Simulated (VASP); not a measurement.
# SiTe (wurtzite type) (P6_3mc) in VASP: notebook

The runs below take SiTe (wurtzite type) through density of states, electric field gradients, with PBE.

Program: VASP 6.6.1. These are calculated values, not measurements. Logs are shortened: lines on timing, memory, paths and dates and some standing lists are left out, and cuts for length are marked.

### 1 The cell of the first run

The structure is hexagonal, space group P6_3mc (No. 186). The conventional cell has a = 4.966 Å, b = 4.966 Å, c = 5.955 Å, α = 90.00°, β = 90.00°, γ = 120.00°. Within 3.6 Å of Te (site symmetry 3m) lie 5 Si at 2.71 to 3.24 Å. Si (site symmetry 3m) has 5 Te at 2.71 to 3.24 Å within 3.6 Å.

### 2 Density of states, PBE

The input, POSCAR:

```
SiTe
1.0
    4.9655942136      0.0000000000      0.0000000000
   -2.4827971068      4.3003307339      0.0000000000
    0.0000000000      0.0000000000      5.9545837710
Te Si
2 2
Direct
    0.3333333333      0.6666666667     -0.0396559744
    0.6666666667      0.3333333333      0.4603440256
    0.3333333333      0.6666666667      0.4156559744
    0.6666666667      0.3333333333      0.9156559744
```

The input, INCAR.step1:

```
SYSTEM = SiTe
ALGO = Normal ; EDIFF = 1E-7
ENCUT = 520 ; GGA = PE
ISIF = 2 ; ISMEAR = -1
LASPH = .TRUE. ; LCHARG = .TRUE.
LREAL = .FALSE. ; LWAVE = .FALSE.
NBANDS = 18 ; NELM = 100
PREC = Accurate ; SIGMA = 0.08
```

The input, KPOINTS.step1:

```
k-points
0
G
  10 10 6
  0 0 0
```

The input, INCAR.step2:

```
SYSTEM = SiTe
ALGO = Normal ; EDIFF = 1E-7
ENCUT = 520 ; GGA = PE
ICHARG = 11 ; ISIF = 2
ISMEAR = -5 ; LASPH = .TRUE.
LCHARG = .FALSE. ; LORBIT = 11
LREAL = .FALSE. ; LWAVE = .FALSE.
NEDOS = 2001 ; NELM = 100
PREC = Accurate ; SIGMA = 0.08
```

The input, KPOINTS.step2:

```
k-points
0
G
  15 15 9
  0 0 0
```

Potentials or basis: VASP PAW PBE potentials, release 64 (Te, Si).

The run is started by

```sh
$ cat potpaw_PBE.64/Te/POTCAR potpaw_PBE.64/Si/POTCAR > POTCAR
$ cp INCAR.step1 INCAR
$ cp KPOINTS.step1 KPOINTS
$ mpirun -np 1 vasp_std > vasp.out
$ cp INCAR.step2 INCAR
$ cp KPOINTS.step2 KPOINTS
$ mpirun -np 1 vasp_std > vasp.out
```

OUTCAR:

```text
SYSTEM = SiTe
   EDIFF = 1E-7
   ENCUT = 520
   GGA = PE
   ICHARG = 11
   ISIF = 2
   ISMEAR = -5
   LASPH = .TRUE.
   LORBIT = 11
   LREAL = .FALSE.
   NELM = 100
   PREC = Accurate

 ion  position               nearest neighbor table
   1  0.333  0.667  0.960-   3 2.71   4 2.88   4 2.88   4 2.88   3 3.24
   2  0.667  0.333  0.460-   4 2.71   3 2.88   3 2.88   3 2.88   4 3.24
   3  0.333  0.667  0.416-   1 2.71   2 2.88   2 2.88   2 2.88   1 3.24
   4  0.667  0.333  0.916-   2 2.71   1 2.88   1 2.88   1 2.88   2 3.24

  LATTYP: Found a hexagonal cell.
 ALAT       =     4.9655942136
 C/A-ratio  =     1.1991684207

  Lattice vectors:

 A1 = (   4.9655942136,   0.0000000000,   0.0000000000)
 A2 = (  -2.4827971068,   4.3003307339,   0.0000000000)
 A3 = (   0.0000000000,   0.0000000000,   5.9545837710)

Analysis of symmetry for initial positions (statically):
=====================================================================
 Subroutine PRICEL returns:
 Original cell was already a primitive cell.

 Routine SETGRP: Setting up the symmetry group for a
 hexagonal supercell.

 Subroutine GETGRP returns: Found 12 space group operations
 (whereof  6 operations were pure point group operations)
 out of a pool of 24 trial point group operations.

The static configuration has the point symmetry C_3v.
 The point group associated with its full space group is C_6v.

Analysis of symmetry for dynamics (positions and initial velocities):
=====================================================================
 Subroutine PRICEL returns:
 Original cell was already a primitive cell.

 Routine SETGRP: Setting up the symmetry group for a
 hexagonal supercell.

 Subroutine GETGRP returns: Found 12 space group operations
 (whereof  6 operations were pure point group operations)
 out of a pool of 24 trial point group operations.

The dynamic configuration has the point symmetry C_3v.
 The point group associated with its full space group is C_6v.

 Subroutine INISYM returns: Found 12 space group operations
 (whereof  6 operations are pure point group operations),
 and found     1 'primitive' translations

----------------------------------------------------------------------------------------

                                     Primitive cell

  volume of cell :     127.1524

  direct lattice vectors                    reciprocal lattice vectors
     4.965594214  0.000000000  0.000000000     0.201385767  0.116270127  0.000000000
    -2.482797107  4.300330734  0.000000000     0.000000000  0.232540254  0.000000000
     0.000000000  0.000000000  5.954583771     0.000000000  0.000000000  0.167937851

  length of vectors
     4.965594214  4.965594214  5.954583771     0.232540254  0.232540254  0.167937851

  position of ions in fractional coordinates (direct lattice)
     0.333333333  0.666666667  0.960344026
     0.666666667  0.333333333  0.460344026
     0.333333333  0.666666667  0.415655974
     0.666666667  0.333333333  0.915655974

  ion indices of the primitive-cell ions
   primitive index   ion index
                 1           1
                 2           2
                 3           3
                 4           4

----------------------------------------------------------------------------------------

 KPOINTS: k-points

Automatic generation of k-mesh.
 Grid dimensions read from file:
 generate k-points for:   15   15    9

 Generating k-lattice:

  Cartesian coordinates                     Fractional coordinates (reciprocal lattice)
     0.013425718  0.007751342  0.000000000     0.066666667  0.000000000  0.000000000
     0.000000000  0.015502684  0.000000000     0.000000000  0.066666667  0.000000000
     0.000000000  0.000000000  0.018659761     0.000000000  0.000000000  0.111111111

  Length of vectors
     0.015502684  0.015502684  0.018659761

  Shift w.r.t. Gamma in fractional coordinates (k-lattice)
     0.000000000  0.000000000  0.000000000

 TETIRR: Found   1950 inequivalent tetrahedra from    12150

 Subroutine IBZKPT returns following result:
 ===========================================

 Found    135 irreducible k-points:

 Following reciprocal coordinates:
            Coordinates               Weight
  0.000000  0.000000  0.000000      1.000000
  0.066667 -0.000000  0.000000      6.000000
  0.133333  0.000000  0.000000      6.000000
  0.200000  0.000000  0.000000      6.000000
  0.266667  0.000000  0.000000      6.000000
  0.333333 -0.000000  0.000000      6.000000
[... 16 lines left out ...]
  0.333333  0.200000  0.000000     12.000000
  0.400000  0.200000  0.000000      6.000000
 [... further k-points ...]
   k-points           NKPTS =    135   k-points in BZ     NKDIM =    135   number of bands    NBANDS=     14
   number of dos      NEDOS =   2001   number of ions     NIONS =      4
   total plane-waves  NPLWV =  76800
   dimension x,y,z NGX =    40 NGY =   40 NGZ =   48
   dimension x,y,z NGXF=    80 NGYF=   80 NGZF=   96
   ions per type =               2   2
   NGX,Y,Z   is equivalent  to a cutoff of  13.39, 13.39, 13.40 a.u.
   NGXF,Y,Z  is equivalent  to a cutoff of  26.78, 26.78, 26.80 a.u.
 SYSTEM =  SiTe
   PREC   = accura    normal or accurate (medium, high low for compatibility)
   ISTART =      0    job   : 0-new  1-cont  2-samecut
   ICHARG =     11    charge: 1-file 2-atom 10-const
   ISPIN  =      1    spin polarized calculation?
   LNONCOLLINEAR =      F non collinear calculations
   LSORBIT =      F    spin-orbit coupling
   LASPH  =      T    aspherical Exc in radial PAW
   ENCUT  =  520.0 eV  38.22 Ry    6.18 a.u.   9.23  9.23 11.07*2*pi/ulx,y,z
   NELM   =    100;   NELMIN=  2; NELMDL=  0     # of ELM steps
   EDIFF  = 0.1E-06   stopping-criterion for ELM
   LREAL  =      F    real-space projection
   EDIFFG = 0.1E-05   stopping-criterion for IOM
   NSW    =      0    number of steps for IOM
   IBRION =     -1    ionic relax: 0-MD 1-quasi-New 2-CG
   NFREE  =      0    steps in history (QN), initial steepest desc. (CG)
   ISIF   =      2    stress and relaxation
   ISYM   =      2    0-nonsym 1-usesym 2-fastsym
   POTIM  = 0.5000    time-step for ionic-motion
   TEBEG  =    0.0;   TEEND  =   0.0 temperature during run
   PSTRESS=    0.0 pullay stress
   NELECT =      20.0000    total number of electrons
   NUPDOWN=      -1.0000    fix difference up-down
   EMIN   =  10.00;   EMAX   =-10.00  energy-range for DOS
   EFERMI =   0.00;   METHOD = LEGACY
   ISMEAR =    -5;   SIGMA  =   0.08  broadening in eV -4-tet -1-fermi 0-gaus
   EFERMI_NEDOS =   21; number of points for ismear=-14 and -15
   IALGO  =     38    algorithm
   IMIX   =      4    mixing-type and parameters
     AMIX     =   0.40;   BMIX     =  1.00
     AMIX_MAG =   1.60;   BMIX_MAG =  1.00
  volume/ion in A,a.u.               =      31.79       214.52
  Fermi-wavevector in a.u.,A,eV,Ry     =   0.883710  1.669971 10.625391  0.780944
  Thomas-Fermi vector in A             =   2.004513
   LORBIT       =     11    0 simple, 1 ext, 2 COOP (PROOUT), +10 PAW based schemes
   GGA     = PE    functional components
   LHFCALC =     F    Hartree Fock is set to
   AEXX    =    0.0000 exact exchange contribution
   IVDW    =     0    specifies the selected vdW correction
   LEPSILON=     F    determine dielectric tensor
   LRPA    =     F    only Hartree local field effects (RPA)
 non-spin polarized calculation
 Fermi weights with tetrahedron method with Bloechl corrections
  energy-cutoff  :      520.00
  volume of cell :      127.15
 maximum number of plane-waves:      3454
 NGX is ok and might be reduce to    40

 number of electron      20.0000001 magnetization

 Free energy of the ion-electron system (eV)
  ---------------------------------------------------
  ext. energy  EPLUGINS =         0.00000000
  ---------------------------------------------------
  free energy    TOTEN  =       -15.59551709 eV

  energy without entropy =      -15.59551709  energy(sigma->0) =      -15.59551709

 E-fermi :   4.9119     XC(G=0):  -8.4242

 val. band max:        4.9515050829   @ k =   0.3333   0.2000   0.0000
 cond. band min:       4.9057661085   @ k =   0.0000   0.0000   0.1111
 fundamental gap:     -0.0457389745
 Fermi energy:         4.9119142979

 k-point     1 :       0.0000    0.0000    0.0000
  band No.  band energies     occupation
      1      -8.1674      2.00000
      2      -6.3193      2.00000
      3      -2.3134      2.00000
      4      -0.1286      2.00000
      5       0.6425      2.00000
      6       0.7944      2.00000
      7       0.7944      2.00000
      8       2.5615      2.00000
      9       2.6143      2.00000
     10       2.6143      2.00000
     11       4.8698      2.00000
     12       4.8699      1.31073
     13       7.0402      0.00000
     14       7.0403      0.00000

 k-point     2 :       0.0667   -0.0000    0.0000
  band No.  band energies     occupation
      1      -8.1453      2.00000
      2      -6.3194      2.00000
      3      -2.3549      2.00000
      4      -0.2380      2.00000
      5       0.4505      2.00000
      6       0.7559      2.00000
      7       0.9864      2.00000
      8       2.4653      2.00000
      9       2.5968      2.00000
     10       2.8371      2.00000
[... 362 lines left out ...]
 k-point    24 :       0.4000    0.2000    0.0000
  band No.  band energies     occupation
      1      -7.2288      2.00000
      2      -6.7838      2.00000
      3      -2.7598      2.00000
      4      -2.2333      2.00000
      5      -0.3485      2.00000
      6       0.1654      2.00000
      7       0.7897      2.00000
      8       1.8035      2.00000
      9       3.3553      2.00000
     10       5.0532     -0.21375
     11       6.0055      0.00000
     12       6.8641      0.00000
     13       7.6794      0.00000
     14       8.5214      0.00000

 [... further k-points ...]

------------------------ aborting loop because EDIFF is reached ----------------------------------------

  FORCE on cell =-STRESS in cart. coord.  units (eV):
  Direction    XX          YY          ZZ          XY          YZ          ZX
  --------------------------------------------------------------------------------------
  -------------------------------------------------------------------------------------
  Total        0.4722048      0.4722048      0.3694188      0.0000000     -0.0000000     -0.0000000
  in kB        5.9499934      5.9499934      4.6548429      0.0000000     -0.0000000     -0.0000000
  external PRESSURE =       5.5182766 kB  Pullay stress =       0.0000000 kB

 VOLUME and BASIS-vectors are now :
 -----------------------------------------------------------------------------
  energy-cutoff  :      520.00
  volume of cell :      127.15
      direct lattice vectors                 reciprocal lattice vectors
     4.965594214  0.000000000  0.000000000     0.201385767  0.116270127  0.000000000
    -2.482797107  4.300330734  0.000000000     0.000000000  0.232540254  0.000000000
     0.000000000  0.000000000  5.954583771     0.000000000  0.000000000  0.167937851

 POSITION                                       TOTAL-FORCE (eV/Angst)
 -----------------------------------------------------------------------------------
     -0.00000      2.86689      5.71845        -0.000000      0.000000      0.009088
      2.48280      1.43344      2.74116         0.000000      0.000000      0.009088
     -0.00000      2.86689      2.47506         0.000000      0.000000     -0.009088
      2.48280      1.43344      5.45235        -0.000000     -0.000000     -0.009088
 -----------------------------------------------------------------------------------
    total drift:                               -0.000000      0.000000     -0.001578

  FREE ENERGIE OF THE ION-ELECTRON SYSTEM (eV)
  ---------------------------------------------------
  free  energy   TOTEN  =       -15.5955170865 eV

  energy  without entropy=      -15.5955170865  energy(sigma->0) =      -15.59551709

 total charge

# of ion       s       p       d       tot
------------------------------------------
    1        1.397   1.918   0.041   3.357
    2        1.397   1.918   0.041   3.357
    3        0.948   0.583   0.000   1.531
    4        0.948   0.583   0.000   1.531
--------------------------------------------------
tot          4.691   5.002   0.083   9.776
```

It took 2.3 min on 1 thread of AMD EPYC 9R45 (Zen 5), shared host; peak memory 0.38 GiB.

Results:

- Valence electrons inside the program's atomic spheres: Te 3.36; Si 1.53

Caveat: spin-orbit coupling is left out, which moves the levels of the heavy elements; tetrahedron occupations give inexact forces and stress in metals.

(Part 1 of 2 ends here.)
